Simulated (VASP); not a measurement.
# Na (C2/c) in VASP: a series of runs

Runs on Na. Level: PBE. Tasks: single point.

Everything below comes from runs of VASP 6.6.1. Logs are shortened: lines on timing, memory, paths and dates and some standing lists are left out, and cuts for length are marked.

## Step 1: The cell of the first run

Symmetry: C2/c, No. 15, monoclinic system. Conventional cell: a = 3.640 Å, b = 12.480 Å, c = 3.732 Å, α = 90.00°, β = 118.74°, γ = 90.00°. Na (site symmetry 2) has 14 Na at 3.64 to 4.47 Å within 4.8 Å.

## Step 2: Single point, PBE

The input, INCAR:

```
PREC = Accurate
ENCUT = 520
EDIFF = 1E-6
ISMEAR = -1
SIGMA = 0.1
LREAL = False
LASPH = True
NELM = 80
ALGO = Normal
ISIF = 2
LWAVE = False
LCHARG = True
GGA = PE
LELF = True
LVHAR = True
NBANDS = 14
ISYM = 0
```

The input, KPOINTS:

```
regular mesh
0
Gamma
  10 10 7
```

The input, POSCAR:

```
Na
1.0
   -4.4083593945      4.4164866765      1.8199989876
    4.4164866765     -4.4083593945      1.8199989876
    2.3100851592      2.3100851592     -1.8051138557
Na
2
Direct
    0.0001645480      0.9998354520      1.0000000000
    0.7498354520      0.2501645480      0.5000000000
```

Potentials or basis: VASP PAW PBE potentials, release 64 (Na_pv).

Launch:

```sh
$ cat potpaw_PBE.64/Na_pv/POTCAR > POTCAR
$ mpirun -np 1 vasp_std > vasp.out
```

OUTCAR:

```text
PREC = Accurate
   ENCUT = 520
   EDIFF = 1E-6
   ISMEAR = -1
   LREAL = False
   LASPH = True
   NELM = 80
   ISIF = 2
   GGA = PE
   ISYM = 0

 ion  position               nearest neighbor table
   1  0.000  1.000  0.000-
   2  0.750  0.250  0.500-

IMPORTANT INFORMATION: All symmetrisations will be switched off!
NOSYMM: (Re-)initialisation of all symmetry stuff for point group C_1.

----------------------------------------------------------------------------------------

                                     Primitive cell

  volume of cell :      74.3350

  direct lattice vectors                    reciprocal lattice vectors
    -4.408359394  4.416486676  1.819998988     0.050490861  0.163807285  0.274246949
     4.416486676 -4.408359394  1.819998988     0.163807285  0.050490861  0.274246949
     2.310085159  2.310085159 -1.805113856     0.216065268  0.216065268 -0.000964849

  length of vectors
     6.500106417  6.500106417  3.732482139     0.323409250  0.323409250  0.305563956

  position of ions in fractional coordinates (direct lattice)
     0.000164548  0.999835452  0.000000000
     0.749835452  0.250164548  0.500000000

  ion indices of the primitive-cell ions
   primitive index   ion index
                 1           1
                 2           2

----------------------------------------------------------------------------------------

 KPOINTS: regular mesh

Automatic generation of k-mesh.
 Grid dimensions read from file:
 generate k-points for:   10   10    7

 Generating k-lattice:

  Cartesian coordinates                     Fractional coordinates (reciprocal lattice)
     0.005049086  0.016380729  0.027424695     0.100000000  0.000000000  0.000000000
     0.016380729  0.005049086  0.027424695     0.000000000  0.100000000  0.000000000
     0.030866467  0.030866467 -0.000137836    -0.000000000 -0.000000000  0.142857143

  Length of vectors
     0.032340925  0.032340925  0.043651994

  Shift w.r.t. Gamma in fractional coordinates (k-lattice)
     0.000000000  0.000000000  0.000000000

 Subroutine IBZKPT returns following result:
 ===========================================

 Found    352 irreducible k-points:

 Following reciprocal coordinates:
            Coordinates               Weight
  0.000000  0.000000  0.000000      1.000000
  0.100000 -0.000000  0.000000      2.000000
  0.000000 -0.100000  0.000000      2.000000
  0.200000 -0.000000  0.000000      2.000000
  0.000000 -0.200000  0.000000      2.000000
  0.300000 -0.000000  0.000000      2.000000
[... 16 lines left out ...]
 -0.300000  0.100000 -0.000000      2.000000
 -0.100000  0.300000  0.000000      2.000000
 [... further k-points ...]
   k-points           NKPTS =    352   k-points in BZ     NKDIM =    352   number of bands    NBANDS=     14
   number of dos      NEDOS =    301   number of ions     NIONS =      2
   total plane-waves  NPLWV =  64512
   dimension x,y,z NGX =    48 NGY =   48 NGZ =   28
   dimension x,y,z NGXF=    96 NGYF=   96 NGZF=   56
   ions per type =               2
   NGX,Y,Z   is equivalent  to a cutoff of  12.28, 12.28, 12.47 a.u.
   NGXF,Y,Z  is equivalent  to a cutoff of  24.55, 24.55, 24.94 a.u.
 SYSTEM =  unknown system
   PREC   = accura    normal or accurate (medium, high low for compatibility)
   ISTART =      0    job   : 0-new  1-cont  2-samecut
   ICHARG =      2    charge: 1-file 2-atom 10-const
   ISPIN  =      1    spin polarized calculation?
   LNONCOLLINEAR =      F non collinear calculations
   LSORBIT =      F    spin-orbit coupling
   LASPH  =      T    aspherical Exc in radial PAW
   ENCUT  =  520.0 eV  38.22 Ry    6.18 a.u.  12.09 12.09  6.94*2*pi/ulx,y,z
   NELM   =     80;   NELMIN=  2; NELMDL= -5     # of ELM steps
   EDIFF  = 0.1E-05   stopping-criterion for ELM
   LREAL  =      F    real-space projection
   EDIFFG = 0.1E-04   stopping-criterion for IOM
   NSW    =      0    number of steps for IOM
   IBRION =     -1    ionic relax: 0-MD 1-quasi-New 2-CG
   NFREE  =      0    steps in history (QN), initial steepest desc. (CG)
   ISIF   =      2    stress and relaxation
   ISYM   =      0    0-nonsym 1-usesym 2-fastsym
   POTIM  = 0.5000    time-step for ionic-motion
   TEBEG  =    0.0;   TEEND  =   0.0 temperature during run
   PSTRESS=    0.0 pullay stress
   NELECT =      14.0000    total number of electrons
   NUPDOWN=      -1.0000    fix difference up-down
   EMIN   =  10.00;   EMAX   =-10.00  energy-range for DOS
   EFERMI =   0.00;   METHOD = LEGACY
   ISMEAR =    -1;   SIGMA  =   0.10  broadening in eV -4-tet -1-fermi 0-gaus
   EFERMI_NEDOS =   21; number of points for ismear=-14 and -15
   IALGO  =     38    algorithm
   IMIX   =      4    mixing-type and parameters
     AMIX     =   0.40;   BMIX     =  1.00
     AMIX_MAG =   1.60;   BMIX_MAG =  1.00
  volume/ion in A,a.u.               =      37.17       250.82
  Fermi-wavevector in a.u.,A,eV,Ry     =   0.938397  1.773312 11.981128  0.880588
  Thomas-Fermi vector in A             =   2.065604
   LORBIT       =      0    0 simple, 1 ext, 2 COOP (PROOUT), +10 PAW based schemes
   GGA     = PE    functional components
   LHFCALC =     F    Hartree Fock is set to
   AEXX    =    0.0000 exact exchange contribution
   IVDW    =     0    specifies the selected vdW correction
   LEPSILON=     F    determine dielectric tensor
   LRPA    =     F    only Hartree local field effects (RPA)
 non-spin polarized calculation
  energy-cutoff  :      520.00
  volume of cell :       74.33
 maximum number of plane-waves:      2018
   NGX = 25   NGY = 25   NGZ = 13

 number of electron      14.0000008 magnetization

 Free energy of the ion-electron system (eV)
  ---------------------------------------------------
  ext. energy  EPLUGINS =         0.00000000
  ---------------------------------------------------
  free energy    TOTEN  =        -2.62534784 eV

  energy without entropy =       -2.59646003  energy(sigma->0) =       -2.61090394

 E-fermi :   0.3459     XC(G=0):  -6.4947

 val. band max:        0.3090319348   @ k =   0.4000   0.2000   0.1429
 cond. band min:       0.3534643342   @ k =  -0.3000  -0.4000  -0.4286
 fundamental gap:      0.0444323995
 Fermi energy:         0.3458898965

 k-point     1 :       0.0000    0.0000    0.0000
  band No.  band energies     occupation
      1     -24.6278      2.00000
      2     -24.5982      2.00000
      3     -24.5919      2.00000
      4     -24.5914      2.00000
      5     -24.5912      2.00000
      6     -24.5910      2.00000
      7      -2.9510      2.00000
      8       0.7458      0.03600
      9       1.1059      0.00100
     10      10.2110      0.00000
     11      10.7866      0.00000
     12      10.7999      0.00000
     13      11.5050      0.00000
     14      11.5281      0.00000

 k-point     2 :       0.1000   -0.0000    0.0000
  band No.  band energies     occupation
      1     -24.6267      2.00000
      2     -24.5994      2.00000
      3     -24.5945      2.00000
      4     -24.5939      2.00000
      5     -24.5925      2.00000
      6     -24.5910      2.00000
      7      -2.7883      2.00000
      8       0.6577      0.08469
      9       1.4969      0.00002
     10       9.0619      0.00000
     11       9.3695      0.00000
     12       9.7953      0.00000
     13      10.5137      0.00000
     14      11.2075      0.00000

 k-point     3 :       0.0000   -0.1000    0.0000
  band No.  band energies     occupation
      1     -24.6267      2.00000
      2     -24.5994      2.00000
      3     -24.5945      2.00000
      4     -24.5939      2.00000
      5     -24.5925      2.00000
      6     -24.5910      2.00000
      7      -2.7883      2.00000
      8       0.6577      0.08469
      9       1.4969      0.00002
     10       9.0619      0.00000
     11       9.3695      0.00000
     12       9.7953      0.00000
     13      10.5137      0.00000
     14      11.2075      0.00000

 k-point     4 :       0.2000   -0.0000    0.0000
  band No.  band energies     occupation
      1     -24.6238      2.00000
      2     -24.6045      2.00000
      3     -24.6018      2.00000
      4     -24.5986      2.00000
      5     -24.5944      2.00000
      6     -24.5917      2.00000
      7      -2.3036      2.00000
      8       0.7558      0.03263
      9       2.2998      0.00000
     10       6.8057      0.00000
     11       7.4656      0.00000
     12       8.7391      0.00000
     13       9.6578      0.00000
     14      10.3821      0.00000

 k-point     5 :       0.0000   -0.2000    0.0000
  band No.  band energies     occupation
      1     -24.6238      2.00000
      2     -24.6045      2.00000
      3     -24.6018      2.00000
      4     -24.5986      2.00000
      5     -24.5944      2.00000
      6     -24.5917      2.00000
      7      -2.3036      2.00000
      8       0.7558      0.03263
      9       2.2998      0.00000
     10       6.8057      0.00000
     11       7.4656      0.00000
[... 276 lines left out ...]
 k-point    22 :      -0.1000    0.4000    0.0000
  band No.  band energies     occupation
      1     -24.6191      2.00000
      2     -24.6147      2.00000
      3     -24.6083      2.00000
      4     -24.6011      2.00000
      5     -24.5980      2.00000
      6     -24.5942      2.00000
      7      -1.3501      2.00000
      8       0.5539      0.22205
      9       4.0505      0.00000
     10       4.6234      0.00000
     11       6.1677      0.00000
     12       8.2317      0.00000
     13       8.4953      0.00000
     14       9.4132      0.00000

 k-point    23 :      -0.3000    0.1000   -0.0000
  band No.  band energies     occupation
      1     -24.6217      2.00000
      2     -24.6053      2.00000
      3     -24.6010      2.00000
      4     -24.5987      2.00000
      5     -24.5950      2.00000
      6     -24.5931      2.00000
      7      -2.1852      2.00000
      8       0.1267      1.79912
      9       3.1271      0.00000
     10       6.5659      0.00000
     11       7.8712      0.00000
     12       8.7922      0.00000
     13       9.2711      0.00000
     14       9.8600      0.00000

 k-point    24 :      -0.1000    0.3000    0.0000
  band No.  band energies     occupation
      1     -24.6217      2.00000
      2     -24.6053      2.00000
      3     -24.6010      2.00000
      4     -24.5987      2.00000
      5     -24.5950      2.00000
      6     -24.5931      2.00000
      7      -2.1852      2.00000
      8       0.1267      1.79912
      9       3.1271      0.00000
     10       6.5659      0.00000
     11       7.8712      0.00000
     12       8.7922      0.00000
     13       9.2711      0.00000
     14       9.8600      0.00000

 [... further k-points ...]

------------------------ aborting loop because EDIFF is reached ----------------------------------------

  FORCE on cell =-STRESS in cart. coord.  units (eV):
  Direction    XX          YY          ZZ          XY          YZ          ZX
  --------------------------------------------------------------------------------------
  -------------------------------------------------------------------------------------
  Total        0.0077326      0.0077334      0.0017799     -0.0059343      0.0000112      0.0000091
  in kB        0.1666650      0.1666827      0.0383633     -0.1279050      0.0002410      0.0001957
  external PRESSURE =       0.1239037 kB  Pullay stress =       0.0000000 kB

 VOLUME and BASIS-vectors are now :
 -----------------------------------------------------------------------------
  energy-cutoff  :      520.00
  volume of cell :       74.33
      direct lattice vectors                 reciprocal lattice vectors
    -4.408359394  4.416486676  1.819998988     0.050490861  0.163807285  0.274246949
     4.416486676 -4.408359394  1.819998988     0.163807285  0.050490861  0.274246949
     2.310085159  2.310085159 -1.805113856     0.216065268  0.216065268 -0.000964849

 POSITION                                       TOTAL-FORCE (eV/Angst)
 -----------------------------------------------------------------------------------
      4.41503     -4.40691      1.82000         0.000153     -0.000152     -0.000000
     -1.04565      3.36387      0.91744        -0.000153      0.000152      0.000000
 -----------------------------------------------------------------------------------
    total drift:                                0.000000      0.000001     -0.000001

  FREE ENERGIE OF THE ION-ELECTRON SYSTEM (eV)
  ---------------------------------------------------
  free  energy   TOTEN  =        -2.6253478399 eV

  energy  without entropy=       -2.5964600314  energy(sigma->0) =       -2.61090394
```

Wall time 1.9 min (1 thread of Intel Xeon 6975P-C (Granite Rapids), shared host); peak memory 0.42 GiB.

What came out:

- Free energy: -2.6253 eV
- Pressure: 0.0 GPa
- Band gap on the k mesh: zero (bands 7 and 8 overlap by 3.81 eV)

## Step 3: Single point, PBE (38.65 Å³/atom)

This run uses another cell than the first one, of 38.65 Å³/atom.

The input, INCAR:

```
SYSTEM = Na
PREC     = Accurate       ! precision mode
ENCUT    = 520            ! plane-wave cutoff, eV
EDIFF    = 1E-6           ! SCF threshold, eV
ISMEAR   = -1             ! smearing method
SIGMA    = 0.1            ! smearing width, eV
LREAL    = .FALSE.        ! projectors in reciprocal space
LASPH    = .TRUE.         ! aspherical terms in the spheres
NELM     = 100            ! most SCF steps
ALGO     = Normal         ! electronic algorithm
ISIF     = 2              ! what is computed and relaxed
LWAVE    = .FALSE.        ! write WAVECAR
LCHARG   = .TRUE.         ! write CHGCAR
GGA      = PE             ! functional
LELF     = .TRUE.         ! ELF
LVHAR    = .TRUE.       
NBANDS   = 14             ! bands
```

The input, KPOINTS:

```
regular mesh
0
G
  11 11 11
  0 0 0
```

The input, POSCAR:

```
Na
1.0
   -4.4663707760      4.4746050082      1.8439490892
    4.4746050082     -4.4663707760      1.8439490892
    2.3404845027      2.3404845027     -1.8288680779
Na
2
Direct
    0.0001645480      0.9998354520      1.0000000000
    0.7498354520      0.2501645480      0.5000000000
```

Potentials or basis: VASP PAW PBE potentials, release 64 (Na_pv).

Launch:

```sh
$ cat potpaw_PBE.64/Na_pv/POTCAR > POTCAR
$ mpirun -np 1 vasp_std > vasp.out
```

Run time: 3 min. Hardware: 1 thread of Intel Xeon 6975P-C (Granite Rapids), shared host; peak memory 0.45 GiB.

It converged, with:

```
Free energy            : -2.6187 eV
Pressure               : -0.3 GPa
Band gap on the k mesh : zero (bands 7 and 8 overlap by 3.79 eV)
```

Stress tensor (GPa, compression positive):
```
-0.20  0.06 -0.01
 0.06 -0.20 -0.01
-0.01 -0.01 -0.35
```

Levels at points of the mesh, in eV from the Fermi level:
| k point | band 3 | band 4 | band 5 | band 6 | band 7 | band 8 | band 9 | band 10 | band 11 | band 12 |
| --- | --- | --- | --- | --- | --- | --- | --- | --- | --- | --- |
| (0.00, 0.00, 0.00) | -24.96 | -24.96 | -24.96 | -24.96 | -3.21 | 0.41 | 0.73 | 9.66 | 10.18 | 10.23 |

The gap in the log of VASP goes by the Fermi energy; the results here count the filled bands.